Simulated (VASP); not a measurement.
**GaGe: single point with PBE+D3(BJ)**

Crystal: GaGe.

```
Ga Ge
1.0
     0.00000    2.81841    2.81841
     2.81841    0.00000    2.81841
     2.81841    2.81841    0.00000
Ga Ge
1 1
Direct
  0.75000 0.75000 0.75000
  0.00000 0.00000 0.00000
```

| Property | Result |
| --- | --- |
| Program | VASP 6.6.1 |
| Task | single point |
| Functional | PBE |
| Dispersion | D3(BJ) |
| Potentials or basis | VASP PAW PBE potentials, release 64 (Ga_d, Ge_d) |
| Cutoff | 520 eV |
| k mesh | 7 × 7 × 7 |
| Occupations | methfessel-paxton, width 0.15 eV |
| Spin | no spin polarisation |

The pressure is 3.2 GPa and the dispersion energy per atom is -0.280 eV.

Levels at points of the mesh, in eV from the Fermi level:
| k point | band 10 | band 11 | band 12 | band 13 | band 14 | band 15 | band 16 | band 17 | band 18 | band 19 |
| --- | --- | --- | --- | --- | --- | --- | --- | --- | --- | --- |
| (0.00, 0.00, 0.00) | -14.29 | -10.97 | 1.90 | 1.90 | 1.90 | 2.94 | 4.59 | 4.59 | 4.59 | 8.11 |

Wall time 17 s on 1 thread of Intel(R) Xeon(R) Platinum 8259CL CPU @ 2.50GHz (Skylake/Cascade Lake), with other jobs on the host, peak memory 0.18 GiB.

Caveat: three body term missing; pairwise dispersion overbinds metals, which lowers pressure and volume.
